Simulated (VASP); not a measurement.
Write the native input for VASP 6.6.1 that does the following.

- Task: single point
- Functional: PBE
- Potentials or basis: VASP PAW PBE potentials, release 64 (Ge_d, I)
- Cutoff: 520 eV
- k mesh: 6 × 6 × 8
- Occupations: gaussian, width 0.1 eV
- Spin: no spin polarisation
- Dipole correction: no
- Further INCAR settings: ALGO = Normal; EDIFF = 1e-07; NBANDS = 62

The structure of Ge7I lies in POSCAR:

```
Ge7I
1.0
    6.4049567585      0.0000000000      0.0000000000
   -3.2024783793      5.5468552630      0.0000000000
    0.0000000000      0.0000000000      4.9876660086
Ge I
7 1
Direct
   -0.0325216928      0.4837391536      0.0000000000
    0.5162608464      1.0325216928      0.0000000000
    0.5162608464      0.4837391536      0.0000000000
    0.1928308169      0.8071691831      0.5000000000
    0.1928308169      0.3856616337      0.5000000000
    0.6143383663      0.8071691831      0.5000000000
    0.6666666667      0.3333333333      0.5000000000
    0.0000000000      0.0000000000      0.0000000000
```

The cell was generated, and may not be a known phase.

One way to write it, as run:

INCAR

```
SYSTEM = Ge7I
PREC = Accurate
ENCUT = 520
EDIFF = 1E-7
ISMEAR = 0
SIGMA = 0.1
LREAL = .FALSE.
LASPH = .TRUE.
NELM = 100
ALGO = Normal
ISIF = 2
LWAVE = .FALSE.
LCHARG = .TRUE.
GGA = PE
LELF = .TRUE.
LVHAR = .TRUE.
NBANDS = 62
```

KPOINTS

```
regular mesh
0
G
  6 6 8
  0 0 0
```

Potentials or basis: VASP PAW PBE potentials, release 64 (Ge_d, I).

Launch:

```bash
$ cat potpaw_PBE.64/Ge_d/POTCAR potpaw_PBE.64/I/POTCAR > POTCAR
$ mpirun -np 1 vasp_std > vasp.out
```

It gave:

The pressure is 0.0 GPa and the largest force is 0.009 eV/Å. The band gap on the k mesh is zero (an odd number of electrons rules out a gap without spin polarisation).

Caveat: spin-orbit coupling is left out, which moves the levels of the heavy elements; an odd number of electrons without spin polarisation forces a metal; a magnetic or distorted state may lie lower.

It took 5.7 min on 1 thread of Intel(R) Xeon(R) Platinum 8259CL CPU @ 2.50GHz (Skylake/Cascade Lake), with other jobs on the host, peak memory 0.46 GiB.
